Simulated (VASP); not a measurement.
# BW5 (P6/mmm) in VASP: a series of runs

The runs below take BW5 through relaxation of cell and atoms, single point, with PBE.

Program: VASP 6.6.1. These are calculated values, not measurements. Logs are shortened: lines on timing, memory, paths and dates and some standing lists are left out, and cuts for length are marked.

## (1) The cell of the first run

The structure is hexagonal, space group P6/mmm (No. 191). The conventional cell has a = 5.029 Å, b = 5.029 Å, c = 4.832 Å, α = 90.00°, β = 90.00°, γ = 120.00°. B (site symmetry 6/mmm) has 18 W at 2.90 to 3.49 Å within 3.8 Å. W (site symmetry -6m2) has 9 W at 2.82 to 2.90 Å and 3 B at 2.90 Å within 3.7 Å. Within 3.3 Å of W (site symmetry mmm) lie 8 W at 2.51 to 2.82 Å.

The cell was built from a structure type or drawn by symmetry, and may not be a known phase.

## (2) Relaxation of cell and atoms, PBE

File INCAR:

```
SYSTEM = BW5
PREC = Accurate ; ENCUT = 600
EDIFF = 1E-6 ; ISMEAR = 0
SIGMA = 0.1 ; LREAL = .FALSE.
LASPH = .TRUE. ; NELM = 100
ALGO = Normal ; ISIF = 3
LWAVE = .FALSE. ; LCHARG = .FALSE.
GGA = PE ; IBRION = 2
NSW = 100 ; EDIFFG = -0.01
```

File KPOINTS:

```
Automatic mesh
0
G
  12 12 8
  0 0 0
```

File POSCAR:

```
BW5
1.0
    5.0290020488      0.0000000000      0.0000000000
   -2.5145010244      4.3552435300      0.0000000000
    0.0000000000      0.0000000000      4.8318967301
B W
1 5
Direct
    0.0000000000      0.0000000000      0.0000000000
    0.3333333333      0.6666666667      0.0000000000
    0.6666666667      0.3333333333      0.0000000000
    0.5000000000      0.0000000000      0.5000000000
    0.5000000000      0.5000000000      0.5000000000
    0.0000000000      0.5000000000      0.5000000000
```

Potentials or basis: VASP PAW PBE potentials, release 64 (B, W_sv).

Run with:

```
cat potpaw_PBE.64/B/POTCAR potpaw_PBE.64/W_sv/POTCAR > POTCAR
mpirun -np 1 vasp_std > vasp.out
```

OUTCAR:

```text
SYSTEM = BW5
   PREC = Accurate
   ENCUT = 600
   EDIFF = 1E-6
   ISMEAR = 0
   LREAL = .FALSE.
   LASPH = .TRUE.
   NELM = 100
   ISIF = 3
   GGA = PE
   IBRION = 2
   NSW = 100
   EDIFFG = -0.01

 ion  position               nearest neighbor table
   1  0.000  0.000  0.000-
   2  0.333  0.667  0.000-   6 2.82   6 2.82   4 2.82   4 2.82   5 2.82   5 2.82   3 2.90   3 2.90
                             3 2.90
   3  0.667  0.333  0.000-   6 2.82   6 2.82   4 2.82   4 2.82   5 2.82   5 2.82   2 2.90   2 2.90
                             2 2.90
   4  0.500  0.000  0.500-   5 2.51   6 2.51   5 2.51   6 2.51   2 2.82   3 2.82   2 2.82   3 2.82

   5  0.500  0.500  0.500-   6 2.51   6 2.51   4 2.51   4 2.51   2 2.82   3 2.82   2 2.82   3 2.82

   6  0.000  0.500  0.500-   5 2.51   5 2.51   4 2.51   4 2.51   2 2.82   3 2.82   2 2.82   3 2.82

  LATTYP: Found a hexagonal cell.
 ALAT       =     5.0290020488
 C/A-ratio  =     0.9608062759

  Lattice vectors:

 A1 = (   5.0290020488,   0.0000000000,   0.0000000000)
 A2 = (  -2.5145010244,   4.3552435300,   0.0000000000)
 A3 = (   0.0000000000,   0.0000000000,   4.8318967301)

Analysis of symmetry for initial positions (statically):
=====================================================================
 Subroutine PRICEL returns:
 Original cell was already a primitive cell.

 Routine SETGRP: Setting up the symmetry group for a
 hexagonal supercell.

 Subroutine GETGRP returns: Found 24 space group operations
 (whereof 24 operations were pure point group operations)
 out of a pool of 24 trial point group operations.

The static configuration has the point symmetry D_6h.

Analysis of symmetry for dynamics (positions and initial velocities):
=====================================================================
 Subroutine PRICEL returns:
 Original cell was already a primitive cell.

 Routine SETGRP: Setting up the symmetry group for a
 hexagonal supercell.

 Subroutine GETGRP returns: Found 24 space group operations
 (whereof 24 operations were pure point group operations)
 out of a pool of 24 trial point group operations.

The dynamic configuration has the point symmetry D_6h.

 Subroutine INISYM returns: Found 24 space group operations
 (whereof 24 operations are pure point group operations),
 and found     1 'primitive' translations

----------------------------------------------------------------------------------------

                                     Primitive cell

  volume of cell :     105.8308

  direct lattice vectors                    reciprocal lattice vectors
     5.029002049  0.000000000  0.000000000     0.198846608  0.114804143  0.000000000
    -2.514501024  4.355243530  0.000000000     0.000000000  0.229608286  0.000000000
     0.000000000  0.000000000  4.831896730     0.000000000  0.000000000  0.206958066

  length of vectors
     5.029002049  5.029002049  4.831896730     0.229608286  0.229608286  0.206958066

  position of ions in fractional coordinates (direct lattice)
     0.000000000  0.000000000  0.000000000
     0.333333333  0.666666667  0.000000000
     0.666666667  0.333333333  0.000000000
     0.500000000  0.000000000  0.500000000
     0.500000000  0.500000000  0.500000000
     1.000000000  0.500000000  0.500000000

  ion indices of the primitive-cell ions
   primitive index   ion index
                 1           1
                 2           2
                 3           3
                 4           4
                 5           5
                 6           6

----------------------------------------------------------------------------------------

 KPOINTS: Automatic mesh

Automatic generation of k-mesh.
 Grid dimensions read from file:
 generate k-points for:   12   12    8

 Generating k-lattice:

  Cartesian coordinates                     Fractional coordinates (reciprocal lattice)
     0.016570551  0.009567012  0.000000000     0.083333333 -0.000000000  0.000000000
     0.000000000  0.019134024  0.000000000     0.000000000  0.083333333  0.000000000
     0.000000000  0.000000000  0.025869758     0.000000000  0.000000000  0.125000000

  Length of vectors
     0.019134024  0.019134024  0.025869758

  Shift w.r.t. Gamma in fractional coordinates (k-lattice)
     0.000000000  0.000000000  0.000000000

 Subroutine IBZKPT returns following result:
 ===========================================

 Found     95 irreducible k-points:

 Following reciprocal coordinates:
            Coordinates               Weight
  0.000000  0.000000  0.000000      1.000000
  0.083333 -0.000000  0.000000      6.000000
  0.166667  0.000000  0.000000      6.000000
  0.250000 -0.000000  0.000000      6.000000
  0.333333  0.000000  0.000000      6.000000
  0.416667 -0.000000  0.000000      6.000000
[... 16 lines left out ...]
  0.250000 -0.000000  0.125000     12.000000
  0.333333  0.000000  0.125000     12.000000
 [... further k-points ...]
   k-points           NKPTS =     95   k-points in BZ     NKDIM =     95   number of bands    NBANDS=     43
   number of dos      NEDOS =    301   number of ions     NIONS =      6
   total plane-waves  NPLWV =  64000
   dimension x,y,z NGX =    40 NGY =   40 NGZ =   40
   dimension x,y,z NGXF=    80 NGYF=   80 NGZF=   80
   ions per type =               1   5
   NGX,Y,Z   is equivalent  to a cutoff of  13.22, 13.22, 13.76 a.u.
   NGXF,Y,Z  is equivalent  to a cutoff of  26.45, 26.45, 27.52 a.u.
 SYSTEM =  BW5
   PREC   = accura    normal or accurate (medium, high low for compatibility)
   ISTART =      0    job   : 0-new  1-cont  2-samecut
   ICHARG =      2    charge: 1-file 2-atom 10-const
   ISPIN  =      1    spin polarized calculation?
   LNONCOLLINEAR =      F non collinear calculations
   LSORBIT =      F    spin-orbit coupling
   LASPH  =      T    aspherical Exc in radial PAW
   ENCUT  =  600.0 eV  44.10 Ry    6.64 a.u.  10.04 10.04  9.65*2*pi/ulx,y,z
   NELM   =    100;   NELMIN=  2; NELMDL= -5     # of ELM steps
   EDIFF  = 0.1E-05   stopping-criterion for ELM
   LREAL  =      F    real-space projection
   EDIFFG = -.1E-01   stopping-criterion for IOM
   NSW    =    100    number of steps for IOM
   IBRION =      2    ionic relax: 0-MD 1-quasi-New 2-CG
   NFREE  =      1    steps in history (QN), initial steepest desc. (CG)
   ISIF   =      3    stress and relaxation
   ISYM   =      2    0-nonsym 1-usesym 2-fastsym
   POTIM  = 0.5000    time-step for ionic-motion
   TEBEG  =    0.0;   TEEND  =   0.0 temperature during run
   PSTRESS=    0.0 pullay stress
   NELECT =      73.0000    total number of electrons
   NUPDOWN=      -1.0000    fix difference up-down
   EMIN   =  10.00;   EMAX   =-10.00  energy-range for DOS
   EFERMI =   0.00;   METHOD = LEGACY
   ISMEAR =     0;   SIGMA  =   0.10  broadening in eV -4-tet -1-fermi 0-gaus
   EFERMI_NEDOS =   21; number of points for ismear=-14 and -15
   IALGO  =     38    algorithm
   IMIX   =      4    mixing-type and parameters
     AMIX     =   0.40;   BMIX     =  1.00
     AMIX_MAG =   1.60;   BMIX_MAG =  1.00
  volume/ion in A,a.u.               =      17.64       119.03
  Fermi-wavevector in a.u.,A,eV,Ry     =   1.446478  2.733447 28.467449  2.092298
  Thomas-Fermi vector in A             =   2.564542
   LORBIT       =      0    0 simple, 1 ext, 2 COOP (PROOUT), +10 PAW based schemes
   GGA     = PE    functional components
   LHFCALC =     F    Hartree Fock is set to
   AEXX    =    0.0000 exact exchange contribution
   IVDW    =     0    specifies the selected vdW correction
   LEPSILON=     F    determine dielectric tensor
   LRPA    =     F    only Hartree local field effects (RPA)
 conjugate gradient relaxation of ions
 non-spin polarized calculation
 Gauss-broadening in eV      SIGMA  =   0.10
  energy-cutoff  :      600.00
  volume of cell :      105.83
 maximum number of plane-waves:      3556
   NGX = 21   NGY = 21   NGZ = 19

--------------------------------------- Ionic step        1  -------------------------------------------

 number of electron      72.9999996 magnetization

 Free energy of the ion-electron system (eV)
  ---------------------------------------------------
  ext. energy  EPLUGINS =         0.00000000
  ---------------------------------------------------
  free energy    TOTEN  =       -62.93469435 eV

  energy without entropy =      -62.90828158  energy(sigma->0) =      -62.92148797

------------------------ aborting loop because EDIFF is reached ----------------------------------------

  FORCE on cell =-STRESS in cart. coord.  units (eV):
  Direction    XX          YY          ZZ          XY          YZ          ZX
  --------------------------------------------------------------------------------------
  -------------------------------------------------------------------------------------
  Total        0.0628257      0.0628257      0.8531839      0.0000000     -0.0000000     -0.0000000
  in kB        0.9511217      0.9511217     12.9163954      0.0000000     -0.0000000     -0.0000000
  external PRESSURE =       4.9395463 kB  Pullay stress =       0.0000000 kB
[... 265 lines left out ...]
  energy  without entropy=      -62.9152666666  energy(sigma->0) =      -62.92697524

--------------------------------------- Ionic step        8  -------------------------------------------

 number of electron      73.0000002 magnetization

 Free energy of the ion-electron system (eV)
  ---------------------------------------------------
  ext. energy  EPLUGINS =         0.00000000
  ---------------------------------------------------
  free energy    TOTEN  =       -62.93870754 eV

  energy without entropy =      -62.91538038  energy(sigma->0) =      -62.92704396

 E-fermi :   7.8415     XC(G=0): -12.1928

 val. band max:        7.8334454804   @ k =   0.1667   0.1667   0.3750
 cond. band min:       7.8481298506   @ k =   0.5000  -0.0000   0.0000
 fundamental gap:      0.0146843702
 Fermi energy:         7.8415498506

 k-point     1 :       0.0000    0.0000    0.0000
  band No.  band energies     occupation
      1     -65.8080      2.00000
      2     -65.7437      2.00000
      3     -65.6827      2.00000
      4     -65.4422      2.00000
      5     -65.4422      2.00000
      6     -31.4096      2.00000
[... 1093 lines left out ...]
     42      10.2692      0.00000
     43      10.3142      0.00000

 [... further k-points ...]

------------------------ aborting loop because EDIFF is reached ----------------------------------------

  FORCE on cell =-STRESS in cart. coord.  units (eV):
  Direction    XX          YY          ZZ          XY          YZ          ZX
  --------------------------------------------------------------------------------------
  -------------------------------------------------------------------------------------
  Total        0.0055506      0.0055506     -0.0028325      0.0000000     -0.0000000      0.0000000
  in kB        0.0838805      0.0838805     -0.0428046      0.0000000     -0.0000000      0.0000000
  external PRESSURE =       0.0416521 kB  Pullay stress =       0.0000000 kB
[... 21 lines left out ...]
  FREE ENERGIE OF THE ION-ELECTRON SYSTEM (eV)
  ---------------------------------------------------
  free  energy   TOTEN  =       -62.9387075421 eV

  energy  without entropy=      -62.9153803839  energy(sigma->0) =      -62.92704396

 reached required accuracy - stopping structural energy minimisation
```

Run time: 38 min. Hardware: 1 thread of Intel Xeon Platinum 8259CL at 2.50GHz (Skylake/Cascade Lake), shared host; peak memory 0.53 GiB.

What came out:

| Quantity | Value |
| --- | --- |
| Free energy | -62.9387 eV |
| Relaxed volume | 17.67 Å³/atom |
| Relaxed cell | a = 5.010 Å, b = 5.010 Å, c = 4.877 Å, α = 90.00°, β = 90.00°, γ = 120.00° |
| Space group after relaxing (to 0.1 Å) | P6/mmm (No. 191) |
| Energy gained by relaxing | 0.7 meV/atom |
| Ionic steps | 8 |
| Pressure after relaxing | 0.0 GPa |
| Band gap on the k mesh | zero (an odd number of electrons rules out a gap without spin polarisation) |

Step by step:
```
step  energy change (eV)  largest force (eV/Å)  pressure (GPa)  volume (Å³)
   1              0.0000                0.0000            0.49       105.83
   2             -0.0007                0.0000           -1.17       106.66
   3             -0.0017                0.0000           -0.46       106.30
   4             -0.0038                0.0000           -0.19       106.13
   5             -0.0040                0.0000           -0.08       106.06
   6             -0.0040                0.0000           -0.08       106.06
   7             -0.0040                0.0000            0.12       105.96
   8             -0.0040                0.0000            0.00       106.02
```

Final structure:
```xyz
6
Lattice="5.0100 0.0000 0.0000 -2.5050 4.3388 0.0000 0.0000 0.0000 4.8774" Properties=species:S:1:pos:R:3 pbc="T T T"
B    -2.5050    4.3388    0.0000
W     0.0000    2.8925    0.0000
W     2.5050    1.4463    0.0000
W     0.0000    4.3388    2.4387
W     1.2525    2.1694    2.4387
W    -1.2525    2.1694    2.4387
```

Caveat: spin-orbit coupling is left out, which moves the levels of the heavy elements.

## (3) Single point, PBE

This run uses another cell than the first one, of 16.59 Å³/atom.

File INCAR:

```
SYSTEM = BW5
ALGO = Normal ; EDIFF = 1E-6
ENCUT = 520 ; GGA = PE
ISIF = 2 ; ISMEAR = 0
LASPH = .True. ; LCHARG = .True.
LELF = .True. ; LREAL = .False.
LVHAR = .True. ; LWAVE = .False.
NBANDS = 46 ; NELM = 100
PREC = Accurate ; SIGMA = 0.1
```

File KPOINTS:

```
k-points
0
Gamma
  6 6 4
  0 0 0
```

File POSCAR:

```
BW5
1.0
    5.2490381700      0.0000000000      0.0000000000
   -2.6245190900      4.5458004000      0.0000000000
    0.0000000000      0.0000000000      4.1711574200
B W
1 5
Direct
    0.0000000000      0.0000000000      0.0000000000
    0.3333333300      0.6666666700      0.0000000000
    0.6666666700      0.3333333300      0.0000000000
    0.5000000000      0.0000000000      0.5000000000
    0.5000000000      0.5000000000      0.5000000000
    0.0000000000      0.5000000000      0.5000000000
```

Potentials or basis: VASP PAW PBE potentials, release 64 (B, W_sv).

Run with:

```
cat potpaw_PBE.64/B/POTCAR potpaw_PBE.64/W_sv/POTCAR > POTCAR
mpirun -np 1 vasp_std > vasp.out
```

OUTCAR:

```text
SYSTEM = BW5
   EDIFF = 1E-6
   ENCUT = 520
   GGA = PE
   ISIF = 2
   ISMEAR = 0
   LASPH = .True.
   LREAL = .False.
   NELM = 100
   PREC = Accurate

 ion  position               nearest neighbor table
   1  0.000  0.000  0.000-
   2  0.333  0.667  0.000-   6 2.58   6 2.58   4 2.58   4 2.58   5 2.58   5 2.58   3 3.03   3 3.03
                             3 3.03
   3  0.667  0.333  0.000-   6 2.58   6 2.58   4 2.58   4 2.58   5 2.58   5 2.58   2 3.03   2 3.03
                             2 3.03
   4  0.500  0.000  0.500-   2 2.58   3 2.58   2 2.58   3 2.58   6 2.62   6 2.62   5 2.62   5 2.62

   5  0.500  0.500  0.500-   2 2.58   3 2.58   2 2.58   3 2.58   6 2.62   6 2.62   4 2.62   4 2.62

   6  0.000  0.500  0.500-   2 2.58   3 2.58   2 2.58   3 2.58   4 2.62   4 2.62   5 2.62   5 2.62

  LATTYP: Found a hexagonal cell.
 ALAT       =     5.2490381700
 C/A-ratio  =     0.7946517600

  Lattice vectors:

 A1 = (   5.2490381700,   0.0000000000,   0.0000000000)
 A2 = (  -2.6245190900,   4.5458004000,   0.0000000000)
 A3 = (   0.0000000000,   0.0000000000,   4.1711574200)

Analysis of symmetry for initial positions (statically):
[... 179 lines left out ...]

 val. band max:        8.9772689889   @ k =   0.5000   0.0000   0.0000
 cond. band min:       9.0054235256   @ k =   0.3333   0.0000   0.5000
 fundamental gap:      0.0281545368
 Fermi energy:         8.9797035956

 k-point     1 :       0.0000    0.0000    0.0000
  band No.  band energies     occupation
      1     -64.9254      2.00000
      2     -64.7216      2.00000
      3     -64.6404      2.00000
      4     -64.6404      2.00000
      5     -64.6142      2.00000
      6     -30.2570      2.00000
[... 1018 lines left out ...]
     45      11.5164      0.00000
     46      12.4271      0.00000

------------------------ aborting loop because EDIFF is reached ----------------------------------------

  FORCE on cell =-STRESS in cart. coord.  units (eV):
  Direction    XX          YY          ZZ          XY          YZ          ZX
  --------------------------------------------------------------------------------------
  -------------------------------------------------------------------------------------
  Total        7.8860606      7.8860606     28.4853708     -0.0000000      0.0000000     -0.0000000
  in kB      126.9474614    126.9474614    458.5490374     -0.0000001      0.0000000     -0.0000000
  external PRESSURE =     237.4813201 kB  Pullay stress =       0.0000000 kB

 VOLUME and BASIS-vectors are now :
 -----------------------------------------------------------------------------
  energy-cutoff  :      520.00
  volume of cell :       99.53
      direct lattice vectors                 reciprocal lattice vectors
     5.249038170  0.000000000  0.000000000     0.190511093  0.109991631  0.000000000
    -2.624519090  4.545800400  0.000000000     0.000000000  0.219983262  0.000000000
     0.000000000  0.000000000  4.171157420     0.000000000  0.000000000  0.239741611

 POSITION                                       TOTAL-FORCE (eV/Angst)
 -----------------------------------------------------------------------------------
      0.00000      0.00000      0.00000         0.000000      0.000000      0.000000
     -0.00000      3.03053      0.00000         0.000000      0.000000      0.000000
      2.62452      1.51527      0.00000        -0.000000     -0.000000     -0.000000
      2.62452      0.00000      2.08558         0.000000      0.000000      0.000000
      1.31226      2.27290      2.08558        -0.000000      0.000000      0.000000
     -1.31226      2.27290      2.08558         0.000000      0.000000      0.000000
 -----------------------------------------------------------------------------------
    total drift:                               -0.000000     -0.000000     -0.000000

  FREE ENERGIE OF THE ION-ELECTRON SYSTEM (eV)
  ---------------------------------------------------
  free  energy   TOTEN  =       -61.3396821864 eV

  energy  without entropy=      -61.3199719748  energy(sigma->0) =      -61.32982708
```

stdout:

```text
POSCAR found type information on POSCAR B W
 POSCAR found :  2 types and       6 ions
 scaLAPACK will be used
 LDA part: xc-table for (Slater+PW92), standard interpolation
 POSCAR, INCAR and KPOINTS ok, starting setup
 FFT: planning ... GRIDC
 FFT: planning ... GRID_SOFT
 FFT: planning ... GRID
 WAVECAR not read
 entering main loop
```

Wall time 2.7 min (1 thread of Intel Xeon 8259CL, shared host); peak memory 0.25 GiB.

Results:

```yaml
Free_energy: -61.3397 eV
Pressure: 23.7 GPa
Band_gap_on_the_k_mesh: zero (an odd number of electrons rules out a gap without spin polarisation)
```

Levels at points of the mesh, in eV from the Fermi level:
| k point | band 34 | band 35 | band 36 | band 37 | band 38 | band 39 |
| --- | --- | --- | --- | --- | --- | --- |
| (0.00, 0.00, 0.00) | -1.13 | -1.10 | -1.10 | 0.24 | 1.17 | 1.17 |
| (0.50, 0.00, 0.00) | -1.28 | -0.91 | 0.00 | 1.05 | 1.34 | 1.70 |
| (0.00, 0.00, 0.50) | -0.88 | -0.87 | -0.53 | -0.53 | 0.57 | 0.57 |
| (0.50, 0.00, 0.50) | -1.52 | -1.17 | -0.97 | -0.74 | -0.57 | 0.13 |

Caveat: the k points lie up to 0.38 Å⁻¹ apart, too coarse for converged energies and pressures of a metal; spin-orbit coupling is left out, which moves the levels of the heavy elements.
